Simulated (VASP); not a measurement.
# TlCl (Pm-3m) in VASP: notebook

Runs on TlCl. Level: PBE. Tasks: electric field gradients.

Everything below comes from runs of VASP 6.6.1. Logs are shortened: lines on timing, memory, paths and dates and some standing lists are left out, and cuts for length are marked.

**1. The cell of the first run**

The structure is cubic, space group Pm-3m (No. 221). Conventional cell: a = 3.834 Å, b = 3.834 Å, c = 3.834 Å, α = 90.00°, β = 90.00°, γ = 90.00°. Tl (site symmetry m-3m) has 8 Cl at 3.32 Å and 6 Tl at 3.83 Å within 4.4 Å. Cl (site symmetry m-3m) has 8 Tl at 3.32 Å and 6 Cl at 3.83 Å within 4.4 Å.

**2. Electric field gradients, PBE**

The input, INCAR:

```
SYSTEM = TlCl
PREC = Accurate
ENCUT = 400
EDIFF = 1E-8
ISMEAR = -1
SIGMA = 0.02
LREAL = .FALSE.
LASPH = .TRUE.
NELM = 120
ALGO = Normal
ISIF = 2
LWAVE = .FALSE.
LCHARG = .FALSE.
GGA = PE
LEFG = .TRUE.
NBANDS = 17
GGA_COMPAT = .FALSE.
```

The input, KPOINTS:

```
regular mesh
0
G
  8 8 8
  0 0 0
```

The input, POSCAR:

```
TlCl
1.0
    3.8340000000      0.0000000000      0.0000000000
    0.0000000000      3.8340000000      0.0000000000
    0.0000000000      0.0000000000      3.8340000000
Tl Cl
1 1
Direct
    0.0000000000      0.0000000000      0.0000000000
    0.5000000000      0.5000000000      0.5000000000
```

Potentials or basis: VASP PAW PBE potentials, release 64 (Tl_d, Cl).

On the command line:

```console
> cat potpaw_PBE.64/Tl_d/POTCAR potpaw_PBE.64/Cl/POTCAR > POTCAR
> mpirun -np 1 vasp_std > vasp.out
```

OUTCAR:

```text
SYSTEM = TlCl
   PREC = Accurate
   ENCUT = 400
   EDIFF = 1E-8
   ISMEAR = -1
   LREAL = .FALSE.
   LASPH = .TRUE.
   NELM = 120
   ISIF = 2
   GGA = PE

 ion  position               nearest neighbor table
   1  0.000  0.000  0.000-   2 3.32   2 3.32   2 3.32   2 3.32   2 3.32   2 3.32   2 3.32   2 3.32

   2  0.500  0.500  0.500-   1 3.32   1 3.32   1 3.32   1 3.32   1 3.32   1 3.32   1 3.32   1 3.32

  LATTYP: Found a simple cubic cell.
 ALAT       =     3.8340000000

  Lattice vectors:

 A1 = (   3.8340000000,   0.0000000000,   0.0000000000)
 A2 = (   0.0000000000,   3.8340000000,   0.0000000000)
 A3 = (   0.0000000000,   0.0000000000,   3.8340000000)

Analysis of symmetry for initial positions (statically):
=====================================================================
 Subroutine PRICEL returns:
 Original cell was already a primitive cell.

 Routine SETGRP: Setting up the symmetry group for a
 simple cubic supercell.

 Subroutine GETGRP returns: Found 48 space group operations
 (whereof 48 operations were pure point group operations)
 out of a pool of 48 trial point group operations.

The static configuration has the point symmetry O_h .

Analysis of symmetry for dynamics (positions and initial velocities):
=====================================================================
 Subroutine PRICEL returns:
 Original cell was already a primitive cell.

 Routine SETGRP: Setting up the symmetry group for a
 simple cubic supercell.

 Subroutine GETGRP returns: Found 48 space group operations
 (whereof 48 operations were pure point group operations)
 out of a pool of 48 trial point group operations.

The dynamic configuration has the point symmetry O_h .

 Subroutine INISYM returns: Found 48 space group operations
 (whereof 48 operations are pure point group operations),
 and found     1 'primitive' translations

----------------------------------------------------------------------------------------

                                     Primitive cell

  volume of cell :      56.3581

  direct lattice vectors                    reciprocal lattice vectors
     3.834000000  0.000000000  0.000000000     0.260824204  0.000000000  0.000000000
     0.000000000  3.834000000  0.000000000     0.000000000  0.260824204  0.000000000
     0.000000000  0.000000000  3.834000000     0.000000000  0.000000000  0.260824204

[... 125 lines left out ...]
  ext. energy  EPLUGINS =         0.00000000
  ---------------------------------------------------
  free energy    TOTEN  =        -6.00462279 eV

  energy without entropy =       -6.00462279  energy(sigma->0) =       -6.00462279

 E-fermi :   3.1023     XC(G=0):  -9.1383

 val. band max:        2.7184116274   @ k =   0.5000   0.0000   0.0000
 cond. band min:       4.7996929317   @ k =   0.5000   0.0000   0.0000
 fundamental gap:      2.0812813043
 Fermi energy:         3.1022555021

 k-point     1 :       0.0000    0.0000    0.0000
  band No.  band energies     occupation
      1     -11.0651      2.00000
      2      -7.2188      2.00000
      3      -7.2188      2.00000
      4      -6.9738      2.00000
      5      -6.9738      2.00000
      6      -6.9738      2.00000
[... 457 lines left out ...]
      4      -7.0404      2.00000
      5      -7.0122      2.00000
      6      -6.9321      2.00000
[... 9 lines left out ...]
     16      14.3439      0.00000
     17      16.5503      0.00000

 [... further k-points ...]

------------------------ aborting loop because EDIFF is reached ----------------------------------------

  FORCE on cell =-STRESS in cart. coord.  units (eV):
  Direction    XX          YY          ZZ          XY          YZ          ZX
  --------------------------------------------------------------------------------------
  -------------------------------------------------------------------------------------
  Total        0.4183147      0.4183147      0.4183147      0.0000000      0.0000000      0.0000000
  in kB       11.8920677     11.8920677     11.8920677      0.0000000      0.0000000      0.0000000
  external PRESSURE =      11.8920677 kB  Pullay stress =       0.0000000 kB

 VOLUME and BASIS-vectors are now :
 -----------------------------------------------------------------------------
  energy-cutoff  :      400.00
  volume of cell :       56.36
      direct lattice vectors                 reciprocal lattice vectors
     3.834000000  0.000000000  0.000000000     0.260824204  0.000000000  0.000000000
     0.000000000  3.834000000  0.000000000     0.000000000  0.260824204  0.000000000
     0.000000000  0.000000000  3.834000000     0.000000000  0.000000000  0.260824204

 POSITION                                       TOTAL-FORCE (eV/Angst)
 -----------------------------------------------------------------------------------
      0.00000      0.00000      0.00000         0.000000      0.000000      0.000000
      1.91700      1.91700      1.91700         0.000000      0.000000      0.000000
 -----------------------------------------------------------------------------------
    total drift:                                0.000000      0.000000      0.000000

  FREE ENERGIE OF THE ION-ELECTRON SYSTEM (eV)
  ---------------------------------------------------
  free  energy   TOTEN  =        -6.0046227908 eV

  energy  without entropy=       -6.0046227908  energy(sigma->0) =       -6.00462279

 Electric field gradients (V/A^2)
---------------------------------------------------------------------
 ion       V_xx      V_yy      V_zz      V_xy      V_xz      V_yz
---------------------------------------------------------------------
   1      -0.000     0.000     0.000    -0.000    -0.000    -0.000
   2      -0.000    -0.000     0.000     0.000    -0.000    -0.000
---------------------------------------------------------------------

 Electric field gradients after diagonalization (V/A^2)
 (convention: |V_zz| > |V_xx| > |V_yy|)
----------------------------------------------------------------------
 ion       V_xx      V_yy      V_zz     asymmetry (V_yy - V_xx)/ V_zz
----------------------------------------------------------------------
   1       0.000    -0.000     0.000      -0.103
   2      -0.000    -0.000     0.000       0.280
----------------------------------------------------------------------

           NMR quadrupolar parameters

 Cq : quadrupolar parameter    Cq=e*Q*V_zz/h
 eta: asymmetry parameters     (V_yy - V_xx)/ V_zz
 Q  : nuclear electric quadrupole moment in mb (millibarn)
----------------------------------------------------------------------
 ion       Cq(MHz)       eta       Q (mb)
----------------------------------------------------------------------
   1       0.000      -0.103       1.000
   2       0.000       0.280       1.000
----------------------------------------------------------------------
```

OSZICAR:

```text
N       E                     dE             d eps       ncg     rms          rms(c)
DAV:   1     0.861092353746E+02    0.86109E+02   -0.87295E+03  1270   0.838E+02
DAV:   2    -0.328006082952E+01   -0.89389E+02   -0.86637E+02  1477   0.207E+02
DAV:   3    -0.638997550950E+01   -0.31099E+01   -0.31011E+01  1437   0.346E+01
DAV:   4    -0.641255776125E+01   -0.22582E-01   -0.22579E-01  1549   0.349E+00
DAV:   5    -0.641285996518E+01   -0.30220E-03   -0.30220E-03  1449   0.374E-01    0.321E+00
DAV:   6    -0.603235018690E+01    0.38051E+00   -0.66602E-01  1363   0.425E+00    0.205E+00
DAV:   7    -0.600581932786E+01    0.26531E-01   -0.13439E-01  1341   0.169E+00    0.128E+00
DAV:   8    -0.600510815296E+01    0.71117E-03   -0.22548E-02  1348   0.978E-01    0.300E-01
DAV:   9    -0.600444511856E+01    0.66303E-03   -0.20702E-03  1418   0.233E-01    0.126E-01
DAV:  10    -0.600463717081E+01   -0.19205E-03   -0.66711E-04  1325   0.125E-01    0.613E-02
DAV:  11    -0.600462295291E+01    0.14218E-04   -0.45282E-05  1436   0.405E-02    0.170E-02
DAV:  12    -0.600462284223E+01    0.11068E-06   -0.40737E-06  1354   0.120E-02    0.545E-03
DAV:  13    -0.600462289820E+01   -0.55969E-07   -0.89975E-07  1314   0.504E-03    0.195E-03
DAV:  14    -0.600462277076E+01    0.12744E-06   -0.10940E-07  1468   0.195E-03    0.484E-04
DAV:  15    -0.600462278387E+01   -0.13113E-07   -0.73725E-09  1190   0.519E-04    0.124E-04
DAV:  16    -0.600462279078E+01   -0.69099E-08   -0.20865E-10   655   0.109E-04
   1 F= -.60046228E+01 E0= -.60046228E+01  d E =-.218794E-10
```

It used 33 s of CPU time on 1 thread of AMD EPYC 7R13 Processor (Zen 3), with other jobs on the host.

What came out:

| Item | Value |
| --- | --- |
| Free energy | -6.0046 eV |
| Pressure | 1.2 GPa |
| Band gap on the k mesh | 2.08 eV, direct |

Caveat: without QUAD_EFG the Cq values of the log hold for a quadrupole moment of 1 mb, not for the nuclei; spin-orbit coupling is left out, which moves the levels of the heavy elements.

**3. Electric field gradients, PBE**

The input, INCAR:

```
ALGO = Normal
EDIFF = 1E-8
ENCUT = 400
GGA = PE
GGA_COMPAT = False
ISIF = 2
ISMEAR = -1
LASPH = True
LCHARG = False
LEFG = True
LREAL = False
LWAVE = False
NBANDS = 17
NELM = 120
PREC = Accurate
SIGMA = 0.02
```

The input, KPOINTS:

```
k-points
0
Gamma
  8 8 8
```

POSCAR is that of step 2.

Potentials or basis: VASP PAW PBE potentials, release 64 (Tl_d, Cl).

On the command line:

```console
> cat potpaw_PBE.64/Tl_d/POTCAR potpaw_PBE.64/Cl/POTCAR > POTCAR
> mpirun -np 1 vasp_std > vasp.out
```

OUTCAR:

```text
EDIFF = 1E-8
   ENCUT = 400
   GGA = PE
   ISIF = 2
   ISMEAR = -1
   LASPH = True
   LREAL = False
   NELM = 120
   PREC = Accurate

 ion  position               nearest neighbor table
   1  0.000  0.000  0.000-   2 3.32   2 3.32   2 3.32   2 3.32   2 3.32   2 3.32   2 3.32   2 3.32

   2  0.500  0.500  0.500-   1 3.32   1 3.32   1 3.32   1 3.32   1 3.32   1 3.32   1 3.32   1 3.32

  LATTYP: Found a simple cubic cell.
 ALAT       =     3.8340000000

  Lattice vectors:

 A1 = (   3.8340000000,   0.0000000000,   0.0000000000)
 A2 = (   0.0000000000,   3.8340000000,   0.0000000000)
 A3 = (   0.0000000000,   0.0000000000,   3.8340000000)
[... 692 lines left out ...]
  free  energy   TOTEN  =        -6.0046227908 eV

  energy  without entropy=       -6.0046227908  energy(sigma->0) =       -6.00462279

 Electric field gradients (V/A^2)
---------------------------------------------------------------------
 ion       V_xx      V_yy      V_zz      V_xy      V_xz      V_yz
---------------------------------------------------------------------
   1      -0.000     0.000     0.000    -0.000    -0.000    -0.000
   2      -0.000    -0.000     0.000     0.000    -0.000    -0.000
---------------------------------------------------------------------

 Electric field gradients after diagonalization (V/A^2)
 (convention: |V_zz| > |V_xx| > |V_yy|)
----------------------------------------------------------------------
 ion       V_xx      V_yy      V_zz     asymmetry (V_yy - V_xx)/ V_zz
----------------------------------------------------------------------
   1       0.000    -0.000     0.000      -0.103
   2      -0.000    -0.000     0.000       0.280
----------------------------------------------------------------------

           NMR quadrupolar parameters

 Cq : quadrupolar parameter    Cq=e*Q*V_zz/h
 eta: asymmetry parameters     (V_yy - V_xx)/ V_zz
 Q  : nuclear electric quadrupole moment in mb (millibarn)
----------------------------------------------------------------------
 ion       Cq(MHz)       eta       Q (mb)
----------------------------------------------------------------------
   1       0.000      -0.103       1.000
   2       0.000       0.280       1.000
----------------------------------------------------------------------
```

OSZICAR:

```text
N       E                     dE             d eps       ncg     rms          rms(c)
DAV:   1     0.861092353746E+02    0.86109E+02   -0.87295E+03  1270   0.838E+02
DAV:   2    -0.328006082952E+01   -0.89389E+02   -0.86637E+02  1477   0.207E+02
DAV:   3    -0.638997550950E+01   -0.31099E+01   -0.31011E+01  1437   0.346E+01
DAV:   4    -0.641255776125E+01   -0.22582E-01   -0.22579E-01  1549   0.349E+00
DAV:   5    -0.641285996518E+01   -0.30220E-03   -0.30220E-03  1449   0.374E-01    0.321E+00
DAV:   6    -0.603235018690E+01    0.38051E+00   -0.66602E-01  1363   0.425E+00    0.205E+00
DAV:   7    -0.600581932786E+01    0.26531E-01   -0.13439E-01  1341   0.169E+00    0.128E+00
DAV:   8    -0.600510815296E+01    0.71117E-03   -0.22548E-02  1348   0.978E-01    0.300E-01
DAV:   9    -0.600444511856E+01    0.66303E-03   -0.20702E-03  1418   0.233E-01    0.126E-01
DAV:  10    -0.600463717081E+01   -0.19205E-03   -0.66711E-04  1325   0.125E-01    0.613E-02
DAV:  11    -0.600462295291E+01    0.14218E-04   -0.45282E-05  1436   0.405E-02    0.170E-02
DAV:  12    -0.600462284223E+01    0.11068E-06   -0.40737E-06  1354   0.120E-02    0.545E-03
DAV:  13    -0.600462289820E+01   -0.55969E-07   -0.89975E-07  1314   0.504E-03    0.195E-03
DAV:  14    -0.600462277076E+01    0.12744E-06   -0.10940E-07  1468   0.195E-03    0.484E-04
DAV:  15    -0.600462278387E+01   -0.13113E-07   -0.73725E-09  1190   0.519E-04    0.124E-04
DAV:  16    -0.600462279078E+01   -0.69099E-08   -0.20865E-10   655   0.109E-04
   1 F= -.60046228E+01 E0= -.60046228E+01  d E =-.218794E-10
```

It used 36 s of CPU time on 1 thread of AMD EPYC 7R13 Processor (Zen 3) (shared host).

What came out:

```yaml
Free_energy: -6.0046 eV
Pressure: 1.2 GPa
Band_gap_on_the_k_mesh: 2.08 eV, direct
```

Caveat: without QUAD_EFG the Cq values of the log hold for a quadrupole moment of 1 mb, not for the nuclei; spin-orbit coupling is left out, which moves the levels of the heavy elements. A k mesh can miss the band edges.
